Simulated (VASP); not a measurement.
# P (R-3) in VASP: notebook

P is run at these levels: PBE; tasks: single point.

Everything below comes from runs of VASP 6.6.1. Logs are shortened: lines on timing, memory, paths and dates and some standing lists are left out, and cuts for length are marked.

**1. The cell of the first run**

It takes space group R-3 (No. 148, trigonal). Conventional cell: a = 10.048 Å, b = 10.048 Å, c = 3.917 Å, α = 90.00°, β = 90.00°, γ = 120.00°. Within 2.8 Å of P (site symmetry 1) lie 2 P at 2.08 Å.

**2. Single point, PBE**

The input, INCAR:

```
PREC     = Accurate       # precision mode
ENCUT    = 520            # plane-wave cutoff, eV
EDIFF    = 1E-6           # SCF threshold, eV
ISMEAR   = 0              # smearing method
SIGMA    = 0.1            # smearing width, eV
LREAL    = F              # projectors in reciprocal space
LASPH    = T              # aspherical terms in the spheres
NELM     = 60             # most SCF steps
ALGO     = Normal         # electronic algorithm
ISIF     = 2              # what is computed and relaxed
LWAVE    = F              # write WAVECAR
LCHARG   = F              # write CHGCAR
GGA      = PE             # functional
NBANDS   = 24             # bands
```

The input, KPOINTS:

```
Automatic mesh
0
Gamma
  6 6 6
```

The input, POSCAR:

```
P
1.0
    5.0242100400      2.9007290200      1.3056490900
   -5.0242100400      2.9007290200      1.3056490900
    0.0000000000     -5.8014580400      1.3056490900
P
6
Direct
    0.2806600000      0.1625099900      0.9181799900
    0.9181799900      0.2806600000      0.1625099900
    0.1625099900      0.9181799900      0.2806600000
    0.7193400000      0.8374900100      0.0818200100
    0.0818200100      0.7193400000      0.8374900100
    0.8374900100      0.0818200100      0.7193400000
```

Potentials or basis: VASP PAW PBE potentials, release 64 (P).

Started as:

```sh
> cat potpaw_PBE.64/P/POTCAR > POTCAR
> mpirun -np 1 vasp_std > vasp.out
```

OUTCAR:

```text
PREC = Accurate
   ENCUT = 520
   EDIFF = 1E-6
   ISMEAR = 0
   LREAL = F
   LASPH = T
   NELM = 60
   ISIF = 2
   GGA = PE

 ion  position               nearest neighbor table
   1  0.281  0.163  0.918-   6 2.08   5 2.08
   2  0.918  0.281  0.163-   4 2.08   6 2.08
   3  0.163  0.918  0.281-   4 2.08   5 2.08
   4  0.719  0.837  0.082-   3 2.08   2 2.08
   5  0.082  0.719  0.837-   1 2.08   3 2.08
   6  0.837  0.082  0.719-   1 2.08   2 2.08

  LATTYP: Found a trigonal (rhomboedric) cell.
 ALAT       =     5.9465649681
 COS(alpha) =    -0.4276877516

  Lattice vectors:

 A1 = (   5.0242100400,   2.9007290200,   1.3056490900)
 A2 = (  -5.0242100400,   2.9007290200,   1.3056490900)
 A3 = (   0.0000000000,  -5.8014580400,   1.3056490900)

Analysis of symmetry for initial positions (statically):
=====================================================================
 Subroutine PRICEL returns:
 Original cell was already a primitive cell.

 Routine SETGRP: Setting up the symmetry group for a
 trigonal (rhombohedral) supercell.

 Subroutine GETGRP returns: Found  6 space group operations
 (whereof  6 operations were pure point group operations)
 out of a pool of 12 trial point group operations.

The static configuration has the point symmetry S_6 .

Analysis of symmetry for dynamics (positions and initial velocities):
=====================================================================
 Subroutine PRICEL returns:
 Original cell was already a primitive cell.

 Routine SETGRP: Setting up the symmetry group for a
 trigonal (rhombohedral) supercell.

 Subroutine GETGRP returns: Found  6 space group operations
 (whereof  6 operations were pure point group operations)
 out of a pool of 12 trial point group operations.

The dynamic configuration has the point symmetry S_6 .

 Subroutine INISYM returns: Found  6 space group operations
 (whereof  6 operations are pure point group operations),
 and found     1 'primitive' translations

----------------------------------------------------------------------------------------

                                     Primitive cell

  volume of cell :     114.1702

  direct lattice vectors                    reciprocal lattice vectors
     5.024210040  2.900729020  1.305649090     0.099518132  0.057456821  0.255300858
    -5.024210040  2.900729020  1.305649090    -0.099518132  0.057456821  0.255300858
     0.000000000 -5.801458040  1.305649090     0.000000000 -0.114913641  0.255300858

  length of vectors
     5.946564968  5.946564968  5.946564969     0.279970843  0.279970843  0.279970843

  position of ions in fractional coordinates (direct lattice)
     0.280660000  0.162509990  0.918179990
     0.918179990  0.280660000  0.162509990
     0.162509990  0.918179990  0.280660000
     0.719340000  0.837490010  0.081820010
     0.081820010  0.719340000  0.837490010
     0.837490010  0.081820010  0.719340000

  ion indices of the primitive-cell ions
   primitive index   ion index
                 1           1
                 2           2
                 3           3
                 4           4
                 5           5
                 6           6

----------------------------------------------------------------------------------------

 KPOINTS: Automatic mesh

Automatic generation of k-mesh.
 Grid dimensions read from file:
 generate k-points for:    6    6    6

 Generating k-lattice:

  Cartesian coordinates                     Fractional coordinates (reciprocal lattice)
     0.016586355  0.009576137  0.042550143     0.166666667  0.000000000  0.000000000
    -0.016586355  0.009576137  0.042550143     0.000000000  0.166666667  0.000000000
     0.000000000 -0.019152274  0.042550143     0.000000000  0.000000000  0.166666667

  Length of vectors
     0.046661807  0.046661807  0.046661807

  Shift w.r.t. Gamma in fractional coordinates (k-lattice)
     0.000000000  0.000000000  0.000000000

 Subroutine IBZKPT returns following result:
 ===========================================

 Found     40 irreducible k-points:

 Following reciprocal coordinates:
            Coordinates               Weight
  0.000000  0.000000  0.000000      1.000000
  0.166667  0.000000 -0.000000      6.000000
  0.333333  0.000000 -0.000000      6.000000
  0.500000  0.000000 -0.000000      3.000000
  0.166667  0.166667 -0.000000      6.000000
  0.333333  0.166667  0.000000      6.000000
[... 16 lines left out ...]
  0.333333  0.333333  0.166667      6.000000
  0.500000  0.333333  0.166667      6.000000
 [... further k-points ...]
   k-points           NKPTS =     40   k-points in BZ     NKDIM =     40   number of bands    NBANDS=     24
   number of dos      NEDOS =    301   number of ions     NIONS =      6
   total plane-waves  NPLWV = 110592
   dimension x,y,z NGX =    48 NGY =   48 NGZ =   48
   dimension x,y,z NGXF=    96 NGYF=   96 NGZF=   96
   ions per type =               6
   NGX,Y,Z   is equivalent  to a cutoff of  13.42, 13.42, 13.42 a.u.
   NGXF,Y,Z  is equivalent  to a cutoff of  26.84, 26.84, 26.84 a.u.
 SYSTEM =  unknown system
   PREC   = accura    normal or accurate (medium, high low for compatibility)
   ISTART =      0    job   : 0-new  1-cont  2-samecut
   ICHARG =      2    charge: 1-file 2-atom 10-const
   ISPIN  =      1    spin polarized calculation?
   LNONCOLLINEAR =      F non collinear calculations
   LSORBIT =      F    spin-orbit coupling
   LASPH  =      T    aspherical Exc in radial PAW
   ENCUT  =  520.0 eV  38.22 Ry    6.18 a.u.  11.06 11.06 11.06*2*pi/ulx,y,z
   NELM   =     60;   NELMIN=  2; NELMDL= -5     # of ELM steps
   EDIFF  = 0.1E-05   stopping-criterion for ELM
   LREAL  =      F    real-space projection
   EDIFFG = 0.1E-04   stopping-criterion for IOM
   NSW    =      0    number of steps for IOM
   IBRION =     -1    ionic relax: 0-MD 1-quasi-New 2-CG
   NFREE  =      0    steps in history (QN), initial steepest desc. (CG)
   ISIF   =      2    stress and relaxation
   ISYM   =      2    0-nonsym 1-usesym 2-fastsym
   POTIM  = 0.5000    time-step for ionic-motion
   TEBEG  =    0.0;   TEEND  =   0.0 temperature during run
   PSTRESS=    0.0 pullay stress
   NELECT =      30.0000    total number of electrons
   NUPDOWN=      -1.0000    fix difference up-down
   EMIN   =  10.00;   EMAX   =-10.00  energy-range for DOS
   EFERMI =   0.00;   METHOD = LEGACY
   ISMEAR =     0;   SIGMA  =   0.10  broadening in eV -4-tet -1-fermi 0-gaus
   EFERMI_NEDOS =   21; number of points for ismear=-14 and -15
   IALGO  =     38    algorithm
   IMIX   =      4    mixing-type and parameters
     AMIX     =   0.40;   BMIX     =  1.00
     AMIX_MAG =   1.60;   BMIX_MAG =  1.00
  volume/ion in A,a.u.               =      19.03       128.41
  Fermi-wavevector in a.u.,A,eV,Ry     =   1.048571  1.981511 14.959611  1.099500
  Thomas-Fermi vector in A             =   2.183498
   LORBIT       =      0    0 simple, 1 ext, 2 COOP (PROOUT), +10 PAW based schemes
   GGA     = PE    functional components
   LHFCALC =     F    Hartree Fock is set to
   AEXX    =    0.0000 exact exchange contribution
   IVDW    =     0    specifies the selected vdW correction
   LEPSILON=     F    determine dielectric tensor
   LRPA    =     F    only Hartree local field effects (RPA)
 non-spin polarized calculation
 Gauss-broadening in eV      SIGMA  =   0.10
  energy-cutoff  :      520.00
  volume of cell :      114.17
 maximum number of plane-waves:      3118
 NGX is ok and might be reduce to    48
   NGX = 23   NGY = 23   NGZ = 23

 number of electron      30.0000001 magnetization

 Free energy of the ion-electron system (eV)
  ---------------------------------------------------
  ext. energy  EPLUGINS =         0.00000000
  ---------------------------------------------------
  free energy    TOTEN  =       -28.15502058 eV

  energy without entropy =      -28.12910516  energy(sigma->0) =      -28.14206287

 E-fermi :   5.8931     XC(G=0):  -9.9371

 val. band max:        5.8915754418   @ k =   0.5000   0.5000   0.5000
 cond. band min:       5.9282022971   @ k =   0.5000   0.5000   0.3333
 fundamental gap:      0.0366268553
 Fermi energy:         5.8931073561

 k-point     1 :       0.0000    0.0000    0.0000
  band No.  band energies     occupation
      1      -9.2150      2.00000
      2      -6.1041      2.00000
      3      -6.1041      2.00000
      4      -3.6563      2.00000
      5      -3.6563      2.00000
      6      -1.1702      2.00000
[... 16 lines left out ...]
     23      10.6056      0.00000
     24      12.1614      0.00000

 k-point     2 :       0.1667    0.0000   -0.0000
  band No.  band energies     occupation
      1      -9.0490      2.00000
      2      -6.2148      2.00000
      3      -6.1028      2.00000
      4      -3.6069      2.00000
      5      -3.4098      2.00000
      6      -1.1735      2.00000
[... 16 lines left out ...]
     23      10.9339      0.00000
     24      11.6285      0.00000

 k-point     3 :       0.3333    0.0000   -0.0000
  band No.  band energies     occupation
      1      -8.6457      2.00000
      2      -6.4625      2.00000
      3      -6.0981      2.00000
      4      -3.4917      2.00000
      5      -2.8732      2.00000
      6      -1.5845      2.00000
[... 16 lines left out ...]
     23      11.3023      0.00000
     24      11.5675      0.00000
[... 514 lines left out ...]
 k-point    23 :       0.3333    0.3333    0.1667
  band No.  band energies     occupation
      1      -8.3841      2.00000
      2      -7.2582      2.00000
      3      -6.8314      2.00000
      4      -3.2853      2.00000
      5      -2.5213      2.00000
      6      -0.8800      2.00000
[... 16 lines left out ...]
     23      10.9159      0.00000
     24      11.7331      0.00000

 k-point    24 :       0.5000    0.3333    0.1667
  band No.  band energies     occupation
      1      -8.5449      2.00000
      2      -7.3492      2.00000
      3      -6.7489      2.00000
      4      -3.6478      2.00000
      5      -2.5672      2.00000
      6       0.0367      2.00000
[... 16 lines left out ...]
     23      11.1312      0.00000
     24      11.2499      0.00000

 [... further k-points ...]

------------------------ aborting loop because EDIFF is reached ----------------------------------------

  FORCE on cell =-STRESS in cart. coord.  units (eV):
  Direction    XX          YY          ZZ          XY          YZ          ZX
  --------------------------------------------------------------------------------------
  -------------------------------------------------------------------------------------
  Total        4.6980979      4.6980979      3.3106111      0.0000005      0.0000000      0.0000000
  in kB       65.9295301     65.9295301     46.4585964      0.0000068      0.0000000      0.0000000
  external PRESSURE =      59.4392189 kB  Pullay stress =       0.0000000 kB

 VOLUME and BASIS-vectors are now :
 -----------------------------------------------------------------------------
  energy-cutoff  :      520.00
  volume of cell :      114.17
      direct lattice vectors                 reciprocal lattice vectors
     5.024210040  2.900729020  1.305649090     0.099518132  0.057456821  0.255300858
    -5.024210040  2.900729020  1.305649090    -0.099518132  0.057456821  0.255300858
     0.000000000 -5.801458040  1.305649090     0.000000000 -0.114913641  0.255300858

 POSITION                                       TOTAL-FORCE (eV/Angst)
 -----------------------------------------------------------------------------------
      0.59361     -4.04127      1.77745         0.691676      1.076687      1.477590
      3.20303      2.53472      1.77745        -1.278276      0.060665      1.477590
     -3.79664      1.50655      1.77745         0.586601     -1.137352      1.477590
     -0.59361      4.04127      2.13950        -0.691676     -1.076687     -1.477590
     -3.20303     -2.53472      2.13950         1.278276     -0.060665     -1.477590
      3.79664     -1.50655      2.13950        -0.586601      1.137352     -1.477590
 -----------------------------------------------------------------------------------
    total drift:                                0.000000     -0.000000      0.000000

  FREE ENERGIE OF THE ION-ELECTRON SYSTEM (eV)
  ---------------------------------------------------
  free  energy   TOTEN  =       -28.1550205771 eV

  energy  without entropy=      -28.1291051605  energy(sigma->0) =      -28.14206287
```

Run time: 3.5 min. Hardware: 1 thread of Intel Xeon 8259CL, shared host; peak memory 0.33 GiB.

Results:

- Free energy: -28.1550 eV
- Pressure: 5.9 GPa
- Largest force: 1.955 eV/Å
- Band gap on the k mesh: zero (bands 15 and 16 overlap by 0.95 eV)

Forces on the atoms (eV/Å):
```
P    0.692  1.077  1.478
P   -1.278  0.061  1.478
P    0.587 -1.137  1.478
P   -0.692 -1.077 -1.478
P    1.278 -0.061 -1.478
P   -0.587  1.137 -1.478
```

Levels at points of the mesh, in eV from the Fermi level:
| k point | band 13 | band 14 | band 15 | band 16 | band 17 | band 18 |
| --- | --- | --- | --- | --- | --- | --- |
| (0.00, 0.00, 0.00) | -1.22 | -1.08 | 0.56 | 0.56 | 0.62 | 0.62 |
| (0.50, 0.00, 0.00) | -2.04 | -0.90 | -0.54 | 0.83 | 1.26 | 1.30 |
| (0.50, 0.50, 0.00) | -1.29 | -1.05 | -0.31 | -0.20 | 0.07 | 1.39 |
| (0.50, 0.50, 0.50) | -2.01 | -0.31 | -0.31 | 0.00 | 0.00 | 1.60 |

Caveat: the cell stands under pressure; this functional lacks dispersion, which holds the molecules together, so the pressure and a relaxed volume are unreliable; forces of over 1 eV/Å act on the atoms, so gaps and moduli don't describe the material at rest.

**3. Single point, PBE**

This run uses another cell than the first one, of 19.80 Å³/atom.

The input, INCAR:

```
  PREC = Accurate
  ENCUT = 520
  EDIFF = 1E-7
  ISMEAR = 0
  SIGMA = 0.1
  LREAL = False
  LASPH = True
  NELM = 80
  ALGO = Normal
  ISIF = 2
  LWAVE = False
  LCHARG = False
  GGA = PE
  NBANDS = 24
```

The input, KPOINTS:

```
regular mesh
0
Gamma
  6 6 6
```

The input, POSCAR:

```
P
1.0
    4.6562076927      2.6882627648      1.5822020717
   -4.6562076927      2.6882627648      1.5822020717
    0.0000000000     -5.3765255296      1.5822020717
P
6
Direct
    0.4671230777      0.2845155600      0.9886364124
    0.9886364124      0.4671230777      0.2845155600
    0.2845155600      0.9886364124      0.4671230777
    0.5328769223      0.7154844400      0.0113635876
    0.0113635876      0.5328769223      0.7154844400
    0.7154844400      0.0113635876      0.5328769223
```

Potentials or basis: VASP PAW PBE potentials, release 64 (P).

Started as:

```sh
> cat potpaw_PBE.64/P/POTCAR > POTCAR
> mpirun -np 1 vasp_std > vasp.out
```

Wall time 3.6 min (1 thread of Intel Xeon 8259CL, shared host); peak memory 0.28 GiB.

It converged, with:

```yaml
Free_energy: -32.0640 eV
Pressure: -0.2 GPa
Largest_force: 0.037 eV/Å
Band_gap_on_the_k_mesh: 0.58 eV (least direct gap 0.72 eV)
```

Forces in eV/Å, atoms in the order of the input:
```
P    0.006  0.030  0.022
P   -0.029 -0.010  0.022
P    0.023 -0.020  0.022
P   -0.006 -0.030 -0.022
P    0.029  0.010 -0.022
P   -0.023  0.020 -0.022
```

Stress tensor (GPa, compression positive):
```
-0.17  0.00  0.00
 0.00 -0.17  0.00
 0.00  0.00 -0.36
```

Levels at points of the mesh, in eV from the valence-band top:
| k point | band 13 | band 14 | band 15 | band 16 | band 17 | band 18 |
| --- | --- | --- | --- | --- | --- | --- |
| (0.00, 0.00, 0.00) | -2.36 | -1.12 | -1.12 | 2.04 | 2.04 | 2.28 |
| (0.50, 0.00, 0.00) | -1.74 | -1.11 | -0.63 | 1.36 | 2.32 | 2.40 |
| (0.50, 0.50, 0.00) | -2.30 | -0.92 | -0.68 | 0.62 | 0.77 | 2.11 |
| (0.50, 0.50, 0.50) | -2.49 | 0.00 | 0.00 | 0.72 | 2.12 | 2.12 |

A k mesh can miss the band edges.
